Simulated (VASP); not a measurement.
Ga:

```
Ga
1.0
     2.43110   -3.34214    0.00000
     2.43110    3.34214    0.00000
     0.00000    0.00000    2.80999
Ga
2
Direct
  0.19581 0.80419 0.00000
  0.80419 0.19581 0.00000
```

The cell was generated, and may not be a known phase.

| Quantity | Value |
| --- | --- |
| Program | VASP 6.6.1 |
| Task | relaxation of cell and atoms |
| Functional | PBE |
| Potentials or basis | VASP PAW PBE potentials, release 64 (Ga_d) |
| Cutoff | 500 eV |
| k mesh | 14 × 14 × 20 |
| Occupations | gaussian, width 0.1 eV |
| Spin | no spin polarisation |

At the start: pressure 0.3 GPa; volume 22.83 Å³/atom.

Q: How do energy, volume and symmetry change on relaxing?

A: Over 25 steps the energy falls by 43.0 meV/atom and the volume is 23.71 Å³/atom (+3.8 %); space group Cmmm (No. 65, to 0.1 Å) before, P6/mmm (No. 191, to 0.1 Å).

Step by step:
```csv
step,energy change (eV),largest force (eV/Å),pressure (GPa),volume (Å³)
1,0.0000,0.1101,0.32,45.66
2,-0.0168,0.0654,-0.04,45.95
3,-0.0219,0.0305,-0.22,46.17
4,-0.0221,0.0235,-0.28,46.21
5,-0.0238,0.0640,0.09,45.92
6,-0.0239,0.0806,0.25,45.80
7,-0.0255,0.0950,0.23,45.93
8,-0.0302,0.1364,0.16,46.32
9,-0.0423,0.2326,-0.09,47.06
10,-0.0705,0.2712,-0.72,48.36
11,-0.0047,0.0445,-2.28,50.29
12,-0.0790,0.1424,-0.98,48.71
13,-0.0788,0.1494,-0.91,48.63
14,-0.0799,0.1324,-0.88,48.61
15,-0.0815,0.0932,-0.85,48.54
16,-0.0807,0.0038,-0.80,48.39
17,-0.0819,0.0641,-0.84,48.49
18,-0.0832,0.0527,-0.66,48.28
19,-0.0851,0.0282,-0.41,47.87
20,-0.0856,0.0288,0.23,47.05
21,-0.0860,0.0071,-0.01,47.35
22,-0.0860,0.0085,0.07,47.32
23,-0.0860,0.0054,0.00,47.36
24,-0.0860,0.0017,-0.04,47.40
25,-0.0861,0.0004,-0.01,47.41
```

Final structure:
```xyz
2
Lattice="2.2322 -3.8458 0.0000 2.2322 3.8458 0.0000 0.0000 0.0000 2.7614" Properties=species:S:1:pos:R:3 pbc="T T T"
Ga    2.2322    2.5607    0.0000
Ga    2.2322   -2.5607    0.0000
```
